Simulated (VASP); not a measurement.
# HfB2 (P6/mmm) in VASP: further runs

The runs below take HfB2 through single point, with PBE.

All numbers are computed with VASP 6.6.1; they aren't measurements. Logs are shortened: lines on timing, memory, paths and dates and some standing lists are left out, and cuts for length are marked.

## Step 1: The cell of the first run

Symmetry: P6/mmm, No. 191, hexagonal system. The conventional cell has a = 3.125 Å, b = 3.125 Å, c = 3.460 Å, α = 90.00°, β = 90.00°, γ = 120.00°. Hf (site symmetry 6/mmm) has 12 B at 2.50 Å and 6 Hf at 3.13 Å within 3.3 Å. Within 2.4 Å of B (site symmetry -6m2) lie 3 B at 1.80 Å.

## Step 2: Single point, PBE

Input file INCAR:

```
PREC = Accurate ; ENCUT = 500
EDIFF = 1E-6 ; ISMEAR = 1
SIGMA = 0.05 ; LREAL = False
LASPH = True ; NELM = 120
ALGO = Normal ; ISIF = 2
LWAVE = False ; LCHARG = False
GGA = PE ; NBANDS = 15
GGA_COMPAT = False
```

Input file KPOINTS:

```
Automatic mesh
0
Gamma
  8 8 7
```

Input file POSCAR:

```
HfB2
1.0
    3.1254953734      0.0000000000      0.0000000000
   -1.5627476867      2.7067583928      0.0000000000
    0.0000000000      0.0000000000      3.4599344280
Hf B
1 2
Direct
    0.0000000000      0.0000000000      0.0000000000
    0.3333333333      0.6666666667      0.5000000000
    0.6666666667      0.3333333333      0.5000000000
```

Potentials or basis: VASP PAW PBE potentials, release 64 (Hf_pv, B).

On the command line:

```sh
> cat potpaw_PBE.64/Hf_pv/POTCAR potpaw_PBE.64/B/POTCAR > POTCAR
> mpirun -np 1 vasp_std > vasp.out
```

OUTCAR:

```text
PREC = Accurate
   ENCUT = 500
   EDIFF = 1E-6
   ISMEAR = 1
   LREAL = False
   LASPH = True
   NELM = 120
   ISIF = 2
   GGA = PE

 ion  position               nearest neighbor table
   1  0.000  0.000  0.000-   2 2.50   3 2.50   2 2.50   3 2.50   3 2.50   3 2.50   2 2.50   2 2.50
                             3 2.50   3 2.50   2 2.50   2 2.50
   2  0.333  0.667  0.500-   3 1.80   3 1.80   3 1.80   1 2.50   1 2.50   1 2.50   1 2.50   1 2.50
                             1 2.50
   3  0.667  0.333  0.500-   2 1.80   2 1.80   2 1.80   1 2.50   1 2.50   1 2.50   1 2.50   1 2.50
                             1 2.50

  LATTYP: Found a hexagonal cell.
 ALAT       =     3.1254953734
 C/A-ratio  =     1.1070035353

  Lattice vectors:

 A1 = (   3.1254953734,   0.0000000000,   0.0000000000)
 A2 = (  -1.5627476867,   2.7067583928,   0.0000000000)
 A3 = (   0.0000000000,   0.0000000000,   3.4599344280)

Analysis of symmetry for initial positions (statically):
=====================================================================
 Subroutine PRICEL returns:
 Original cell was already a primitive cell.

 Routine SETGRP: Setting up the symmetry group for a
 hexagonal supercell.

 Subroutine GETGRP returns: Found 24 space group operations
 (whereof 24 operations were pure point group operations)
 out of a pool of 24 trial point group operations.

The static configuration has the point symmetry D_6h.

Analysis of symmetry for dynamics (positions and initial velocities):
=====================================================================
 Subroutine PRICEL returns:
 Original cell was already a primitive cell.

 Routine SETGRP: Setting up the symmetry group for a
 hexagonal supercell.

 Subroutine GETGRP returns: Found 24 space group operations
 (whereof 24 operations were pure point group operations)
 out of a pool of 24 trial point group operations.

The dynamic configuration has the point symmetry D_6h.

 Subroutine INISYM returns: Found 24 space group operations
 (whereof 24 operations are pure point group operations),
 and found     1 'primitive' translations

----------------------------------------------------------------------------------------

                                     Primitive cell

  volume of cell :      29.2709

  direct lattice vectors                    reciprocal lattice vectors
     3.125495373  0.000000000  0.000000000     0.319949282  0.184722804  0.000000000
[... 94 lines left out ...]
   ISIF   =      2    stress and relaxation
   ISYM   =      2    0-nonsym 1-usesym 2-fastsym
   POTIM  = 0.5000    time-step for ionic-motion
   TEBEG  =    0.0;   TEEND  =   0.0 temperature during run
   PSTRESS=    0.0 pullay stress
   NELECT =      16.0000    total number of electrons
   NUPDOWN=      -1.0000    fix difference up-down
   EMIN   =  10.00;   EMAX   =-10.00  energy-range for DOS
   EFERMI =   0.00;   METHOD = LEGACY
   ISMEAR =     1;   SIGMA  =   0.05  broadening in eV -4-tet -1-fermi 0-gaus
   EFERMI_NEDOS =   21; number of points for ismear=-14 and -15
   IALGO  =     38    algorithm
   IMIX   =      4    mixing-type and parameters
     AMIX     =   0.40;   BMIX     =  1.00
     AMIX_MAG =   1.60;   BMIX_MAG =  1.00
  volume/ion in A,a.u.               =       9.76        65.84
  Fermi-wavevector in a.u.,A,eV,Ry     =   1.338555  2.529501 24.377944  1.791728
  Thomas-Fermi vector in A             =   2.467016
   LORBIT       =      0    0 simple, 1 ext, 2 COOP (PROOUT), +10 PAW based schemes
   GGA     = PE    functional components
   LHFCALC =     F    Hartree Fock is set to
   AEXX    =    0.0000 exact exchange contribution
   IVDW    =     0    specifies the selected vdW correction
   LEPSILON=     F    determine dielectric tensor
   LRPA    =     F    only Hartree local field effects (RPA)
 non-spin polarized calculation
 Methfessel and Paxton  Order N= 1 SIGMA  =   0.05
  energy-cutoff  :      500.00
  volume of cell :       29.27
 maximum number of plane-waves:       757
 NGX is ok and might be reduce to    24
   NGX = 11   NGY = 11   NGZ = 13

 number of electron      15.9999999 magnetization

 Free energy of the ion-electron system (eV)
  ---------------------------------------------------
  ext. energy  EPLUGINS =         0.00000000
  ---------------------------------------------------
  free energy    TOTEN  =       -26.38834226 eV

  energy without entropy =      -26.38800980  energy(sigma->0) =      -26.38823144

 E-fermi :   8.0040     XC(G=0): -12.6674

 val. band max:        7.6442927824   @ k =   0.1250   0.0000   0.4286
 cond. band min:       8.0140590605   @ k =   0.3750   0.1250   0.0000
 fundamental gap:      0.3697662780
 Fermi energy:         8.0039962471

 k-point     1 :       0.0000    0.0000    0.0000
  band No.  band energies     occupation
      1     -22.7965      2.00000
      2     -22.2742      2.00000
      3     -22.2742      2.00000
      4      -6.0511      2.00000
      5       4.7553      2.00000
      6       4.8528      2.00000
      7       4.8528      2.00000
      8       5.0237      2.00000
      9      11.8920      0.00000
     10      11.8920      0.00000
     11      12.5459      0.00000
     12      12.5459      0.00000
     13      12.8341      0.00000
     14      12.8341      0.00000
[... 401 lines left out ...]
      2     -22.8344      2.00000
      3     -22.4145      2.00000
      4      -2.9690      2.00000
      5       0.1761      2.00000
      6       3.5109      2.00000
      7       3.6894      2.00000
      8       5.0794      2.00000
      9       9.5547      0.00000
     10      11.9019      0.00000
     11      13.4457      0.00000
     12      14.0622      0.00000
     13      14.5670      0.00000
     14      16.9138      0.00000
     15      19.4977      0.00000

 [... further k-points ...]
[... 5 lines left out ...]
  --------------------------------------------------------------------------------------
  -------------------------------------------------------------------------------------
  Total        0.9218079      0.9218079      0.8695363      0.0000000      0.0000000      0.0000000
  in kB       50.4562294     50.4562294     47.5950810      0.0000000      0.0000000      0.0000000
  external PRESSURE =      49.5025133 kB  Pullay stress =       0.0000000 kB

 VOLUME and BASIS-vectors are now :
 -----------------------------------------------------------------------------
  energy-cutoff  :      500.00
  volume of cell :       29.27
      direct lattice vectors                 reciprocal lattice vectors
     3.125495373  0.000000000  0.000000000     0.319949282  0.184722804  0.000000000
    -1.562747687  2.706758393  0.000000000     0.000000000  0.369445608  0.000000000
     0.000000000  0.000000000  3.459934428     0.000000000  0.000000000  0.289022818

 POSITION                                       TOTAL-FORCE (eV/Angst)
 -----------------------------------------------------------------------------------
      0.00000      0.00000      0.00000         0.000000      0.000000     -0.000000
     -0.00000      1.80451      1.72997        -0.000000     -0.000000      0.000000
      1.56275      0.90225      1.72997         0.000000      0.000000     -0.000000
 -----------------------------------------------------------------------------------
    total drift:                               -0.000000      0.000000     -0.000000

  FREE ENERGIE OF THE ION-ELECTRON SYSTEM (eV)
  ---------------------------------------------------
  free  energy   TOTEN  =       -26.3883422563 eV

  energy  without entropy=      -26.3880098028  energy(sigma->0) =      -26.38823144
```

OSZICAR:

```text
N       E                     dE             d eps       ncg     rms          rms(c)
DAV:   1     0.289256113384E+02    0.28926E+02   -0.79180E+03  1200   0.988E+02
DAV:   2    -0.272384994535E+02   -0.56164E+02   -0.52430E+02  1557   0.216E+02
DAV:   3    -0.287853650247E+02   -0.15469E+01   -0.15405E+01  1578   0.267E+01
DAV:   4    -0.287918003173E+02   -0.64353E-02   -0.64341E-02  1368   0.209E+00
DAV:   5    -0.287918404757E+02   -0.40158E-04   -0.40150E-04  1571   0.144E-01    0.539E+01
DAV:   6    -0.265067386004E+02    0.22851E+01   -0.28151E+00  1410   0.121E+01    0.394E+01
DAV:   7    -0.264527701353E+02    0.53968E-01   -0.91942E-01  1501   0.709E+00    0.117E+01
DAV:   8    -0.263915229466E+02    0.61247E-01   -0.21817E-01  1382   0.357E+00    0.162E+00
DAV:   9    -0.263884298057E+02    0.30931E-02   -0.15691E-02  1326   0.101E+00    0.360E-01
DAV:  10    -0.263883396656E+02    0.90140E-04   -0.54207E-04  1557   0.190E-01    0.237E-01
DAV:  11    -0.263883449622E+02   -0.52966E-05   -0.40613E-05  1529   0.481E-02    0.108E-01
DAV:  12    -0.263883421347E+02    0.28274E-05   -0.39510E-06  1396   0.154E-02    0.133E-02
DAV:  13    -0.263883422563E+02   -0.12156E-06   -0.19356E-07   663   0.376E-03
   1 F= -.26388342E+02 E0= -.26388231E+02  d E =-.332453E-03
```

Wall time 16 s (1 thread of Intel Xeon Platinum 8259CL at 2.50GHz (Skylake/Cascade Lake), shared host); peak memory 0.15 GiB.

What came out:

```yaml
Free_energy: -26.3883 eV
Pressure: 5.0 GPa
Band_gap_on_the_k_mesh: zero (band 8 reaches 8.38 eV, above the bottom of band 9 at 8.01 eV)
```

Caveat: spin-orbit coupling is left out, which moves the levels of the heavy elements.

## Step 3: Single point, PBE

This run uses another cell than the first one, of 9.96 Å³/atom, 1.021 times its volume.

Input file INCAR:

```
SYSTEM = HfB2
PREC = Accurate
ENCUT = 500
EDIFF = 1E-6
ISMEAR = 1
SIGMA = 0.05
LREAL = .False.
LASPH = .True.
NELM = 120
ALGO = Normal
ISIF = 2
LWAVE = .False.
LCHARG = .False.
GGA = PE
NBANDS = 15
GGA_COMPAT = .False.
```

Input file KPOINTS:

```
Automatic mesh
0
Gamma
  8 8 6
  0 0 0
```

Input file POSCAR:

```
HfB2
1.0
    3.1458802998      0.0000000000      0.0000000000
   -1.5729401499      2.7244122569      0.0000000000
    0.0000000000      0.0000000000      3.4854837049
Hf B
1 2
Direct
    0.0000000000      0.0000000000      0.0000000000
    0.3333333333      0.6666666667      0.5000000000
    0.6666666667      0.3333333333      0.5000000000
```

Potentials or basis: VASP PAW PBE potentials, release 64 (Hf_pv, B).

On the command line:

```sh
> cat potpaw_PBE.64/Hf_pv/POTCAR potpaw_PBE.64/B/POTCAR > POTCAR
> mpirun -np 1 vasp_std > vasp.out
```

It took 12 s on 1 thread of Intel Xeon Platinum 8259CL at 2.50GHz (Skylake/Cascade Lake), shared host; peak memory 0.15 GiB.

Results (log left out):

| Quantity | Value |
| --- | --- |
| Free energy | -26.3973 eV |
| Pressure | -0.4 GPa |
| Band gap on the k mesh | zero (band 8 reaches 8.42 eV, above the bottom of band 9 at 7.84 eV) |

Stress tensor (GPa, compression positive):
```
-0.47  0.00  0.00
 0.00 -0.47  0.00
 0.00  0.00 -0.19
```

Levels at points of the mesh, in eV from the Fermi level:
| k point | band 5 | band 6 | band 7 | band 8 | band 9 | band 10 | band 11 | band 12 |
| --- | --- | --- | --- | --- | --- | --- | --- | --- |
| (0.00, 0.00, 0.00) | -3.19 | -3.09 | -3.09 | -2.98 | 3.80 | 3.80 | 4.44 | 4.44 |
| (0.50, 0.00, 0.00) | -9.25 | -4.31 | -3.63 | -3.05 | 1.90 | 2.51 | 5.34 | 5.49 |
| (0.00, 0.00, 0.50) | -8.54 | -1.40 | -1.40 | 0.11 | 0.11 | 0.80 | 0.80 | 2.02 |
| (0.50, 0.00, 0.50) | -7.70 | -5.15 | -4.89 | -2.88 | 3.77 | 3.93 | 6.02 | 6.95 |

Caveat: spin-orbit coupling is left out, which moves the levels of the heavy elements.

(Continued in part 2 of 2.)
